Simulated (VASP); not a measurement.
Here is a VASP 6.6.1 calculation.

The input INCAR:

```
ALGO = Normal
EDIFF = 1E-6
ENCUT = 520
GGA = PS
ISIF = 2
ISMEAR = 0
LASPH = T
LCHARG = F
LREAL = F
LWAVE = F
NBANDS = 31
NELM = 80
PREC = Accurate
SIGMA = 0.02
```

KPOINTS

```
k-points
0
Gamma
  6 8 4
```

The input POSCAR:

```
Al3GaN4
1.0
    4.8113863968      0.0000000000     -0.0007110649
    0.0000000000      3.0071956397      0.0000000000
   -0.0039697331      0.0000000000      5.2019701363
Al Ga N
3 1 4
Direct
    0.5013324414      0.5000000000      0.1676527271
    0.0022895433      0.5000000000      0.8352306620
    0.0022763023      0.0000000000      0.3312643801
    0.4996354840      0.0000000000      0.6657944159
    0.1091777154      0.0000000000      0.6662395348
    0.1219409421      0.5000000000      0.1675274192
    0.6243121565      0.5000000000      0.8403309435
    0.6226344149      0.0000000000      0.3259609175
```

Potentials or basis: VASP PAW PBE potentials, release 64 (Al, Ga_d, N).

Command:

```sh
$ cat potpaw_PBE.64/Al/POTCAR potpaw_PBE.64/Ga_d/POTCAR potpaw_PBE.64/N/POTCAR > POTCAR
$ mpirun -np 1 vasp_std > vasp.out
```

Question: Predict the band gap on the k mesh.

Answer: 4.51 eV.

Question: Predict the pressure.

Answer: 32.7 GPa.

Forces on the atoms (eV/Å):
```
Al  -0.001  0.000  0.001
Al   0.001  0.000  0.001
Al   0.000  0.000 -0.001
Ga   0.006  0.000  0.006
N    0.027  0.000  0.000
N    0.001  0.000  0.000
N   -0.022  0.000 -0.036
N   -0.011  0.000  0.029
```

Caveat: the cell stands under pressure; the PAW data sets were made with another functional, which shifts forces and pressure a little. A k mesh can miss the band edges.
